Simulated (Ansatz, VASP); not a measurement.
One calculation of Sc3BN2, two programs

```
CELL_PARAMETERS angstrom
4.57629 0.00000 0.00000
-2.28815 3.96319 0.00000
0.00000 0.00000 4.33560
ATOMIC_POSITIONS crystal
Sc 0.33333 0.66667 0.50000
Sc 0.66667 0.33333 0.50000
Sc 0.00000 0.00000 0.00000
B 0.00000 0.00000 0.50000
N 0.33333 0.66667 0.00000
N 0.66667 0.33333 0.00000
```

Alike in both runs: functional PBE; k mesh 12 × 12 × 10; occupations gaussian, width 0.1 eV; no spin polarisation.

Ansatz relaxed the structure, and its values are those at the end. VASP's run is a single point on that final structure, the one shown.

|  | VASP | Ansatz |
| --- | --- | --- |
| version | VASP 6.6.1 | Ansatz 0.2.0 |
| potentials or method | VASP PAW PBE potentials, release 64 (Sc_sv, B, N), cutoff 520 eV | scalar-relativistic, plane waves, PAW |
| valence electrons in the cell | 46 | 46 |

|  | VASP | Ansatz | Ansatz less VASP |
| --- | --- | --- | --- |
| gap on the k mesh at the Fermi level (eV) | none | none | - |
| pressure (GPa) | 0.4 | 0.0 | -0.44 |

A gap of «none» marks a metal or a gap that the smearing closes. With one functional, cell and mesh, what is left measures potentials, basis and numerics.
